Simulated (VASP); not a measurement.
# GaN (I4/mmm) in VASP: notebook

The runs below take GaN through single point, with r2SCAN.

Program: VASP 6.6.1. These are calculated values, not measurements. Logs are shortened: lines on timing, memory, paths and dates and some standing lists are left out, and cuts for length are marked.

## 1. The cell of the first run

It takes space group I4/mmm (No. 139, tetragonal). Conventional cell: a = 2.919 Å, b = 2.919 Å, c = 4.270 Å, α = 90.00°, β = 90.00°, γ = 90.00°. Within 2.7 Å of Ga (site symmetry 4/mmm) lie 6 N at 2.06 to 2.14 Å. N (site symmetry 4/mmm) has 6 Ga at 2.06 to 2.14 Å within 2.7 Å.

## 2. Single point, r2SCAN

Input file POSCAR:

```
GaN
1.0
    0.0000000000      2.0640605000      2.1352350000
    2.0640605000      0.0000000000      2.1352350000
    2.0640605000      2.0640605000      0.0000000000
Ga N
1 1
Direct
    0.0000000000      0.0000000000      0.0000000000
    0.5000000000      0.5000000000      0.5000000000
```

Input file INCAR.step1:

```
PREC     = Accurate       # precision mode
ENCUT    = 520            # plane-wave cutoff, eV
ISMEAR   = 0              # smearing method
SIGMA    = 0.05           # smearing width, eV
LREAL    = F              # projectors in reciprocal space
LASPH    = T              # aspherical terms in the spheres
NELM     = 60             # most SCF steps
NBANDS   = 16             # bands
GGA      = PE             # functional
ALGO     = Normal         # electronic algorithm
EDIFF    = 1E-4           # SCF threshold, eV
LWAVE    = T              # write WAVECAR
LCHARG   = F              # write CHGCAR
```

Input file INCAR.step2:

```
PREC     = Accurate       # precision mode
ENCUT    = 520            # plane-wave cutoff, eV
EDIFF    = 1E-6           # SCF threshold, eV
ISMEAR   = 0              # smearing method
SIGMA    = 0.05           # smearing width, eV
LREAL    = F              # projectors in reciprocal space
LASPH    = T              # aspherical terms in the spheres
NELM     = 60             # most SCF steps
ALGO     = Normal         # electronic algorithm
ISIF     = 2              # what is computed and relaxed
LWAVE    = F              # write WAVECAR
LCHARG   = F              # write CHGCAR
METAGGA  = R2SCAN         # meta-GGA
LMIXTAU  = T            
NBANDS   = 16             # bands
ISTART   = 1
```

Input file KPOINTS:

```
regular mesh
0
Gamma
  8 8 8
```

Potentials or basis: VASP PAW PBE potentials, release 64 (Ga_d, N).

Started as:

```console
$ cat potpaw_PBE.64/Ga_d/POTCAR potpaw_PBE.64/N/POTCAR > POTCAR
$ cp INCAR.step1 INCAR
$ mpirun -np 1 vasp_std > vasp.out
$ cp INCAR.step2 INCAR
$ mpirun -np 1 vasp_std > vasp.out
```

OUTCAR:

```text
PREC = Accurate
   ENCUT = 520
   EDIFF = 1E-6
   ISMEAR = 0
   LREAL = F
   LASPH = T
   NELM = 60
   ISIF = 2
   METAGGA = R2SCAN
   ISTART = 1

 ion  position               nearest neighbor table
   1  0.000  0.000  0.000-   2 2.06   2 2.06   2 2.06   2 2.06   2 2.14   2 2.14
   2  0.500  0.500  0.500-   1 2.06   1 2.06   1 2.06   1 2.06   1 2.14   1 2.14

  LATTYP: Found a body centered tetragonal cell.
 ALAT       =     2.9190223527
 C/A-ratio  =     1.4629795473

  Lattice vectors:

 A1 = (  -2.0640605000,   0.0000000000,   2.1352350000)
 A2 = (   2.0640605000,   0.0000000000,   2.1352350000)
 A3 = (   0.0000000000,   2.0640605000,  -2.1352350000)

Analysis of symmetry for initial positions (statically):
=====================================================================
 Subroutine PRICEL returns:
 Original cell was already a primitive cell.

 Routine SETGRP: Setting up the symmetry group for a
 body centered tetragonal supercell.

 Subroutine GETGRP returns: Found 16 space group operations
 (whereof 16 operations were pure point group operations)
 out of a pool of 16 trial point group operations.

The static configuration has the point symmetry D_4h.

Analysis of symmetry for dynamics (positions and initial velocities):
=====================================================================
 Subroutine PRICEL returns:
 Original cell was already a primitive cell.

 Routine SETGRP: Setting up the symmetry group for a
 body centered tetragonal supercell.

 Subroutine GETGRP returns: Found 16 space group operations
 (whereof 16 operations were pure point group operations)
 out of a pool of 16 trial point group operations.

The dynamic configuration has the point symmetry D_4h.

 Subroutine INISYM returns: Found 16 space group operations
 (whereof 16 operations are pure point group operations),
 and found     1 'primitive' translations

----------------------------------------------------------------------------------------

                                     Primitive cell

  volume of cell :      18.1937

  direct lattice vectors                    reciprocal lattice vectors
[... 76 lines left out ...]
   NGXF,Y,Z  is equivalent  to a cutoff of  26.87, 26.87, 27.34 a.u.
 SYSTEM =  unknown system
   PREC   = accura    normal or accurate (medium, high low for compatibility)
   ISTART =      1    job   : 0-new  1-cont  2-samecut
   ICHARG =      0    charge: 1-file 2-atom 10-const
   ISPIN  =      1    spin polarized calculation?
   LNONCOLLINEAR =      F non collinear calculations
   LSORBIT =      F    spin-orbit coupling
   LASPH  =      T    aspherical Exc in radial PAW
   ENCUT  =  520.0 eV  38.22 Ry    6.18 a.u.   5.52  5.52  5.43*2*pi/ulx,y,z
   NELM   =     60;   NELMIN=  2; NELMDL=  0     # of ELM steps
   EDIFF  = 0.1E-05   stopping-criterion for ELM
   LREAL  =      F    real-space projection
   EDIFFG = 0.1E-04   stopping-criterion for IOM
   NSW    =      0    number of steps for IOM
   IBRION =     -1    ionic relax: 0-MD 1-quasi-New 2-CG
   NFREE  =      0    steps in history (QN), initial steepest desc. (CG)
   ISIF   =      2    stress and relaxation
   ISYM   =      2    0-nonsym 1-usesym 2-fastsym
   POTIM  = 0.5000    time-step for ionic-motion
   TEBEG  =    0.0;   TEEND  =   0.0 temperature during run
   PSTRESS=    0.0 pullay stress
   NELECT =      18.0000    total number of electrons
   NUPDOWN=      -1.0000    fix difference up-down
   EMIN   =  10.00;   EMAX   =-10.00  energy-range for DOS
   EFERMI =   0.00;   METHOD = LEGACY
   ISMEAR =     0;   SIGMA  =   0.05  broadening in eV -4-tet -1-fermi 0-gaus
   EFERMI_NEDOS =   21; number of points for ismear=-14 and -15
   IALGO  =     38    algorithm
   IMIX   =      4    mixing-type and parameters
     AMIX     =   0.40;   BMIX     =  1.00
     AMIX_MAG =   1.60;   BMIX_MAG =  1.00
  volume/ion in A,a.u.               =       9.10        61.39
  Fermi-wavevector in a.u.,A,eV,Ry     =   1.631269  3.082651 36.205612  2.661037
  Thomas-Fermi vector in A             =   2.723433
   LORBIT       =      0    0 simple, 1 ext, 2 COOP (PROOUT), +10 PAW based schemes
   METAGGA = R2SCAN    functional components
   LHFCALC =     F    Hartree Fock is set to
   AEXX    =    0.0000 exact exchange contribution
   IVDW    =     0    specifies the selected vdW correction
   LEPSILON=     F    determine dielectric tensor
   LRPA    =     F    only Hartree local field effects (RPA)
 non-spin polarized calculation
 Gauss-broadening in eV      SIGMA  =   0.05
  energy-cutoff  :      520.00
  volume of cell :       18.19
 maximum number of plane-waves:       515
 NGX is ok and might be reduce to    24
   NGX = 11   NGY = 11   NGZ = 11

 number of electron      18.0000000 magnetization

 Free energy of the ion-electron system (eV)
  ---------------------------------------------------
  ext. energy  EPLUGINS =         0.00000000
  ---------------------------------------------------
  free energy    TOTEN  =       -20.94604393 eV

  energy without entropy =      -20.94604393  energy(sigma->0) =      -20.94604393

 E-fermi :   8.4622     XC(G=0): -14.4120

 val. band max:        8.1728254068   @ k =  -0.2500   0.1250   0.0000
 cond. band min:       9.3775705642   @ k =   0.5000   0.0000   0.5000
 fundamental gap:      1.2047451574
 Fermi energy:         8.4622201586

 k-point     1 :       0.0000    0.0000    0.0000
  band No.  band energies     occupation
      1     -10.3266      2.00000
      2      -6.2531      2.00000
      3      -6.2336      2.00000
      4      -6.2336      2.00000
      5      -6.1872      2.00000
      6      -6.1399      2.00000
[... 433 lines left out ...]
      3      -6.3345      2.00000
      4      -6.2622      2.00000
      5      -6.0151      2.00000
      6      -5.9731      2.00000
[... 8 lines left out ...]
     15      29.3690      0.00000
     16      31.6510      0.00000

 [... further k-points ...]
[... 5 lines left out ...]
  --------------------------------------------------------------------------------------
  -------------------------------------------------------------------------------------
  Total        1.4155901      1.4155901      0.4934088      0.0000000      0.0000000      0.0000000
  in kB      124.6601349    124.6601349     43.4507168      0.0000000      0.0000000      0.0000000
  external PRESSURE =      97.5903289 kB  Pullay stress =       0.0000000 kB

 VOLUME and BASIS-vectors are now :
 -----------------------------------------------------------------------------
  energy-cutoff  :      520.00
  volume of cell :       18.19
      direct lattice vectors                 reciprocal lattice vectors
     0.000000000  2.064060500  2.135235000    -0.242240961  0.242240961  0.234166263
     2.064060500  0.000000000  2.135235000     0.242240961 -0.242240961  0.234166263
     2.064060500  2.064060500  0.000000000     0.242240961  0.242240961 -0.234166263

 POSITION                                       TOTAL-FORCE (eV/Angst)
 -----------------------------------------------------------------------------------
      0.00000      0.00000      0.00000         0.000000     -0.000000     -0.000000
      2.06406      2.06406      2.13524        -0.000000      0.000000      0.000000
 -----------------------------------------------------------------------------------
    total drift:                                0.000000     -0.000000     -0.000000

  FREE ENERGIE OF THE ION-ELECTRON SYSTEM (eV)
  ---------------------------------------------------
  free  energy   TOTEN  =       -20.9460439279 eV

  energy  without entropy=      -20.9460439279  energy(sigma->0) =      -20.94604393
```

OUTCAR.step1:

```text
PREC = Accurate
   ENCUT = 520
   ISMEAR = 0
   LREAL = F
   LASPH = T
[... 678 lines left out ...]
 -----------------------------------------------------------------------------------
      0.00000      0.00000      0.00000         0.000000     -0.000000      0.000000
      2.06406      2.06406      2.13524        -0.000000      0.000000      0.000000
 -----------------------------------------------------------------------------------
    total drift:                                0.000000     -0.000000     -0.000000

  FREE ENERGIE OF THE ION-ELECTRON SYSTEM (eV)
  ---------------------------------------------------
  free  energy   TOTEN  =       -11.1279631723 eV

  energy  without entropy=      -11.1279631723  energy(sigma->0) =      -11.12796317
```

It took 64 s on 1 thread of Intel Xeon Platinum 8259CL at 2.50GHz (Skylake/Cascade Lake), shared host; peak memory 0.15 GiB.

Results:

```
Free energy            : -20.9460 eV
Pressure               : 9.8 GPa
Band gap on the k mesh : 1.20 eV, indirect (least direct gap 3.63 eV)
```

Stress tensor (GPa, compression positive):
```
12.47  0.00  0.00
 0.00 12.47  0.00
 0.00  0.00  4.35
```

Levels at points of the mesh, in eV from the valence-band top:
| k point | band 6 | band 7 | band 8 | band 9 | band 10 | band 11 | band 12 | band 13 |
| --- | --- | --- | --- | --- | --- | --- | --- | --- |
| (0.00, 0.00, 0.00) | -14.31 | -0.72 | -0.72 | -0.42 | 3.21 | 15.46 | 15.74 | 15.74 |
| (0.50, 0.00, 0.00) | -14.16 | -8.60 | -0.33 | -0.12 | 5.45 | 9.70 | 10.37 | 10.81 |
| (0.50, 0.50, 0.00) | -11.72 | -7.62 | -3.17 | -3.17 | 1.58 | 8.79 | 13.11 | 16.38 |
| (0.50, 0.00, 0.50) | -11.38 | -7.54 | -3.62 | -3.13 | 1.20 | 8.37 | 13.55 | 15.45 |

Caveat: the PAW data sets were made with another functional, which shifts forces and pressure a little. r2SCAN opens gaps a little over a GGA but as a rule still falls short of measured ones.

(Continued in part 2 of 2.)
